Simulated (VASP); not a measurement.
# Al (C2/m) in VASP: single point with PBE+D3(BJ)

Aim: the single point of Al with PBE+D3(BJ).

Everything below comes from runs of VASP 6.6.1. Logs are shortened: lines on timing, memory, paths and dates and some standing lists are left out, and cuts for length are marked.

## (1) The cell of the first run

It takes space group C2/m (No. 12, monoclinic). Conventional cell: a = 4.878 Å, b = 2.816 Å, c = 4.878 Å, α = 90.00°, β = 109.47°, γ = 90.00°. Within 3.7 Å of Al (site symmetry m) lie 12 Al at 2.77 to 2.86 Å.

## (2) Single point, PBE+D3(BJ) (atoms displaced along a vibrational mode)

INCAR

```
  PREC = Accurate
  ENCUT = 520
  EDIFF = 1E-6
  ISMEAR = 0
  SIGMA = 0.15
  LREAL = F
  LASPH = T
  NELM = 100
  ALGO = Fast
  ISIF = 2
  LWAVE = F
  LCHARG = F
  GGA = PE
  IVDW = 12
  NBANDS = 10
```

KPOINTS

```
Automatic mesh
0
Gamma
  24 24 24
```

POSCAR

```
Al
1.0
    0.0000000000     -1.9913628294     -1.9913628294
   -1.9913628294      0.0000000000     -1.9913628294
    1.9913628294      1.9913628294     -3.9827256588
Al
2
Direct
    0.5076878561      0.5076878561      0.5000000000
   -0.0076878561     -0.0076878561      0.0000000000
```

Potentials or basis: VASP PAW PBE potentials, release 64 (Al).

Run with:

```console
cat potpaw_PBE.64/Al/POTCAR > POTCAR
mpirun -np 1 vasp_std > vasp.out
```

OUTCAR:

```text
PREC = Accurate
   ENCUT = 520
   EDIFF = 1E-6
   ISMEAR = 0
   LREAL = F
   LASPH = T
   NELM = 100
   ISIF = 2
   GGA = PE
   IVDW = 12
 IVDW          = 12

 ion  position               nearest neighbor table
   1  0.508  0.508  0.500-   2 2.77   2 2.80   2 2.80   2 2.84   2 2.84   2 2.86
   2  0.992  0.992  0.000-   1 2.77   1 2.80   1 2.80   1 2.84   1 2.84   1 2.86

  LATTYP: Found a trigonal (rhomboedric) cell.
 ALAT       =     4.8778228248
 COS(alpha) =     0.8333333333

  Lattice vectors:

 A1 = (   1.9913628294,   3.9827256588,  -1.9913628294)
 A2 = (   3.9827256588,   1.9913628294,  -1.9913628294)
 A3 = (   1.9913628294,   1.9913628294,  -3.9827256588)

Analysis of symmetry for initial positions (statically):
=====================================================================
 Subroutine PRICEL returns:
 Original cell was already a primitive cell.

 Routine SETGRP: Setting up the symmetry group for a
 trigonal (rhombohedral) supercell.

 Subroutine GETGRP returns: Found  4 space group operations
 (whereof  2 operations were pure point group operations)
 out of a pool of 12 trial point group operations.

The static configuration has the point symmetry C_1h.
 The point group associated with its full space group is C_2h.

Analysis of symmetry for dynamics (positions and initial velocities):
=====================================================================
 Subroutine PRICEL returns:
 Original cell was already a primitive cell.

 Routine SETGRP: Setting up the symmetry group for a
 trigonal (rhombohedral) supercell.

 Subroutine GETGRP returns: Found  4 space group operations
 (whereof  2 operations were pure point group operations)
 out of a pool of 12 trial point group operations.

The dynamic configuration has the point symmetry C_1h.
 The point group associated with its full space group is C_2h.

 Subroutine INISYM returns: Found  4 space group operations
 (whereof  2 operations are pure point group operations),
 and found     1 'primitive' translations

----------------------------------------------------------------------------------------

                                     Primitive cell

  volume of cell :      31.5872

  direct lattice vectors                    reciprocal lattice vectors
     0.000000000 -1.991362829 -1.991362829     0.125542165 -0.376626494 -0.125542165
    -1.991362829  0.000000000 -1.991362829    -0.376626494  0.125542165 -0.125542165
     1.991362829  1.991362829 -3.982725659     0.125542165  0.125542165 -0.125542165

  length of vectors
     2.816212321  2.816212321  4.877822825     0.416376255  0.416376255  0.217445407

  position of ions in fractional coordinates (direct lattice)
     0.507687856  0.507687856  0.500000000
     0.992312144  0.992312144  0.000000000

  ion indices of the primitive-cell ions
   primitive index   ion index
                 1           1
                 2           2

----------------------------------------------------------------------------------------

 KPOINTS: Automatic mesh

Automatic generation of k-mesh.
 Grid dimensions read from file:
 generate k-points for:   24   24   24

 Generating k-lattice:

  Cartesian coordinates                     Fractional coordinates (reciprocal lattice)
     0.005230924 -0.015692771 -0.005230924     0.041666667  0.000000000  0.000000000
    -0.015692771  0.005230924 -0.005230924     0.000000000  0.041666667  0.000000000
     0.005230924  0.005230924 -0.005230924     0.000000000  0.000000000  0.041666667

  Length of vectors
     0.017349011  0.017349011  0.009060225

  Shift w.r.t. Gamma in fractional coordinates (k-lattice)
     0.000000000  0.000000000  0.000000000

 Subroutine IBZKPT returns following result:
 ===========================================

 Found   3614 irreducible k-points:

 Following reciprocal coordinates:
            Coordinates               Weight
  0.000000  0.000000  0.000000      1.000000
  0.041667  0.000000  0.000000      4.000000
 -0.041667 -0.041667 -0.041667      2.000000
  0.083333  0.000000 -0.000000      4.000000
 -0.083333 -0.083333 -0.083333      2.000000
  0.125000  0.000000  0.000000      4.000000
[... 16 lines left out ...]
 -0.458333 -0.458333 -0.458333      2.000000
  0.500000  0.000000  0.000000      2.000000
 [... further k-points ...]
   k-points           NKPTS =   3614   k-points in BZ     NKDIM =   3614   number of bands    NBANDS=     10
   number of dos      NEDOS =    301   number of ions     NIONS =      2
   total plane-waves  NPLWV =  20736
   dimension x,y,z NGX =    24 NGY =   24 NGZ =   36
   dimension x,y,z NGXF=    48 NGYF=   48 NGZF=   72
   ions per type =               2
   NGX,Y,Z   is equivalent  to a cutoff of  14.17, 14.17, 12.27 a.u.
   NGXF,Y,Z  is equivalent  to a cutoff of  28.34, 28.34, 24.54 a.u.
 SYSTEM =  unknown system
   PREC   = accura    normal or accurate (medium, high low for compatibility)
   ISTART =      0    job   : 0-new  1-cont  2-samecut
   ICHARG =      2    charge: 1-file 2-atom 10-const
   ISPIN  =      1    spin polarized calculation?
   LNONCOLLINEAR =      F non collinear calculations
   LSORBIT =      F    spin-orbit coupling
   LASPH  =      T    aspherical Exc in radial PAW
   ENCUT  =  520.0 eV  38.22 Ry    6.18 a.u.   5.24  5.24  9.07*2*pi/ulx,y,z
   NELM   =    100;   NELMIN=  2; NELMDL= -5     # of ELM steps
   EDIFF  = 0.1E-05   stopping-criterion for ELM
   LREAL  =      F    real-space projection
   EDIFFG = 0.1E-04   stopping-criterion for IOM
   NSW    =      0    number of steps for IOM
   IBRION =     -1    ionic relax: 0-MD 1-quasi-New 2-CG
   NFREE  =      0    steps in history (QN), initial steepest desc. (CG)
   ISIF   =      2    stress and relaxation
   ISYM   =      2    0-nonsym 1-usesym 2-fastsym
   POTIM  = 0.5000    time-step for ionic-motion
   TEBEG  =    0.0;   TEEND  =   0.0 temperature during run
   PSTRESS=    0.0 pullay stress
   NELECT =       6.0000    total number of electrons
   NUPDOWN=      -1.0000    fix difference up-down
   EMIN   =  10.00;   EMAX   =-10.00  energy-range for DOS
   EFERMI =   0.00;   METHOD = LEGACY
   ISMEAR =     0;   SIGMA  =   0.15  broadening in eV -4-tet -1-fermi 0-gaus
   EFERMI_NEDOS =   21; number of points for ismear=-14 and -15
   IALGO  =     68    algorithm
   IMIX   =      4    mixing-type and parameters
     AMIX     =   0.40;   BMIX     =  1.00
     AMIX_MAG =   1.60;   BMIX_MAG =  1.00
  volume/ion in A,a.u.               =      15.79       106.58
  Fermi-wavevector in a.u.,A,eV,Ry     =   0.941069  1.778363 12.049470  0.885611
  Thomas-Fermi vector in A             =   2.068543
   LORBIT       =      0    0 simple, 1 ext, 2 COOP (PROOUT), +10 PAW based schemes
   GGA     = PE    functional components
   LHFCALC =     F    Hartree Fock is set to
   AEXX    =    0.0000 exact exchange contribution
   IVDW    =    12    specifies the selected vdW correction
   LEPSILON=     F    determine dielectric tensor
   LRPA    =     F    only Hartree local field effects (RPA)
 non-spin polarized calculation
 RMM-DIIS sequential band-by-band and
 Gauss-broadening in eV      SIGMA  =   0.15
  energy-cutoff  :      520.00
  volume of cell :       31.59
 maximum number of plane-waves:       878
 NGX is ok and might be reduce to    24
   NGX = 11   NGY = 11   NGZ = 19

 number of electron       6.0000000 magnetization

 Free energy of the ion-electron system (eV)
  ---------------------------------------------------
  ext. energy  EPLUGINS =         0.00000000
  ---------------------------------------------------
  free energy    TOTEN  =        -7.47673794 eV

  energy without entropy =       -7.46718969  energy(sigma->0) =       -7.47196382

 E-fermi :   8.4783     XC(G=0): -10.3559

 val. band max:        8.4782633034   @ k =  -0.2083   0.2917   0.4167
 cond. band min:       8.4784975739   @ k =  -0.2083   0.3333  -0.4583
 fundamental gap:      0.0002342705
 Fermi energy:         8.4782768476

 k-point     1 :       0.0000    0.0000    0.0000
  band No.  band energies     occupation
      1      -2.9762      2.00000
      2       3.6944      2.00000
      3       4.0249      2.00000
      4      20.1287      0.00000
      5      20.1351      0.00000
      6      20.3283      0.00000
      7      20.3463      0.00000
      8      21.3336      0.00000
      9      21.3340      0.00000
     10      21.3502      0.00000

 k-point     2 :       0.0417    0.0000    0.0000
  band No.  band energies     occupation
      1      -2.9316      2.00000
      2       3.6526      2.00000
      3       4.1509      2.00000
      4      18.9485      0.00000
      5      19.4352      0.00000
      6      20.5894      0.00000
      7      20.6949      0.00000
      8      20.9443      0.00000
      9      21.0772      0.00000
     10      21.2673      0.00000

 k-point     3 :      -0.0417   -0.0417   -0.0417
  band No.  band energies     occupation
      1      -2.9316      2.00000
      2       3.6526      2.00000
      3       4.1510      2.00000
      4      18.9466      0.00000
      5      19.4365      0.00000
      6      20.5875      0.00000
      7      20.6915      0.00000
      8      20.9321      0.00000
      9      21.1230      0.00000
     10      21.2405      0.00000

 k-point     4 :       0.0833    0.0000   -0.0000
  band No.  band energies     occupation
      1      -2.7981      2.00000
      2       3.6207      2.00000
      3       4.4352      2.00000
      4      17.3647      0.00000
      5      18.7193      0.00000
      6      19.2791      0.00000
      7      20.2014      0.00000
      8      20.4538      0.00000
      9      20.9140      0.00000
     10      22.0648      0.00000
[... 222 lines left out ...]
 k-point    22 :       0.4583    0.0000    0.0000
  band No.  band energies     occupation
      1       2.3061      2.00000
      2       4.3258      2.00000
      3       6.9181      2.00000
      4       8.5365      0.58296
      5      11.1345      0.00000
      6      13.4103      0.00000
      7      15.7165      0.00000
      8      15.8755      0.00000
      9      17.4120      0.00000
     10      17.5703      0.00000

 k-point    23 :      -0.4583   -0.4583   -0.4583
  band No.  band energies     occupation
      1       2.3062      2.00000
      2       4.3262      2.00000
      3       6.9143      2.00000
      4       8.5407      0.55606
      5      11.1330      0.00000
      6      13.4144      0.00000
      7      15.7074      0.00000
      8      15.8698      0.00000
      9      17.4012      0.00000
     10      17.5993      0.00000

 k-point    24 :       0.5000    0.0000    0.0000
  band No.  band energies     occupation
      1       3.2785      2.00000
      2       3.2856      2.00000
      3       7.6402      2.00000
      4       7.7333      2.00000
      5      12.1961      0.00000
      6      12.2686      0.00000
      7      15.7541      0.00000
      8      15.7618      0.00000
      9      17.4170      0.00000
     10      17.4850      0.00000

 [... further k-points ...]

------------------------ aborting loop because EDIFF is reached ----------------------------------------

 Edisp (eV)   -0.70398

 E8    (eV) :    -0.3150

  FORCE on cell =-STRESS in cart. coord.  units (eV):
  Direction    XX          YY          ZZ          XY          YZ          ZX
  --------------------------------------------------------------------------------------
  -------------------------------------------------------------------------------------
  Total       0.00592     0.00592    -0.01628     0.03267    -0.01941    -0.01941
  in kB       0.30007     0.30007    -0.82572     1.65708    -0.98451    -0.98451
  external pressure =       -0.08 kB  Pullay stress =        0.00 kB

 VOLUME and BASIS-vectors are now :
 -----------------------------------------------------------------------------
  energy-cutoff  :      520.00
  volume of cell :       31.59
      direct lattice vectors                 reciprocal lattice vectors
     0.000000000 -1.991362829 -1.991362829     0.125542165 -0.376626494 -0.125542165
    -1.991362829  0.000000000 -1.991362829    -0.376626494  0.125542165 -0.125542165
     1.991362829  1.991362829 -3.982725659     0.125542165  0.125542165 -0.125542165

 POSITION                                       TOTAL-FORCE (eV/Angst)
 -----------------------------------------------------------------------------------
     -0.01531     -0.01531     -4.01334         0.035337      0.035337      0.069316
     -1.97605     -1.97605     -3.95211        -0.035337     -0.035337     -0.069316
 -----------------------------------------------------------------------------------
    total drift:                                0.000000      0.000000     -0.000000

  FREE ENERGIE OF THE ION-ELECTRON SYSTEM (eV)
  ---------------------------------------------------
  free  energy   TOTEN  =        -8.1807192850 eV

  energy  without entropy=       -8.1711710328  energy(sigma->0) =       -8.17594516
```

Run time: 7.6 min. Hardware: 1 thread of AMD EPYC 9R45 (Zen 5), shared host; peak memory 0.92 GiB.

Results:

```
Free energy                : -8.1807 eV
Pressure                   : 0.0 GPa
Largest force              : 0.085 eV/Å
Band gap on the k mesh     : zero (bands 3 and 4 overlap by 6.06 eV)
Dispersion energy per atom : -0.352 eV
```

Forces in eV/Å, atoms in the order of the input:
```
Al   0.035  0.035  0.069
Al  -0.035 -0.035 -0.069
```

Stress tensor (GPa, compression positive):
```
 0.03  0.17 -0.10
 0.17  0.03 -0.10
-0.10 -0.10 -0.08
```

Levels at points of the mesh, in eV from the Fermi level:
| k point | band 1 | band 2 | band 3 | band 4 | band 5 | band 6 |
| --- | --- | --- | --- | --- | --- | --- |
| (0.00, 0.00, 0.00) | -11.45 | -4.78 | -4.45 | 11.65 | 11.66 | 11.85 |
| (0.50, 0.00, 0.00) | -5.20 | -5.19 | -0.84 | -0.74 | 3.72 | 3.79 |
| (0.50, 0.50, 0.50) | -5.20 | -5.19 | -0.88 | -0.70 | 3.68 | 3.83 |
| (0.50, 0.50, 0.00) | -4.78 | -4.45 | -3.04 | -1.63 | 5.25 | 5.79 |
| (0.00, 0.50, 0.50) | -4.78 | -4.45 | -3.04 | -1.63 | 5.25 | 5.79 |
| (0.00, 0.00, 0.50) | -9.72 | -9.72 | 3.51 | 3.51 | 11.20 | 11.21 |

Caveat: the cell differs from its parent crystal (atoms displaced along a vibrational mode).
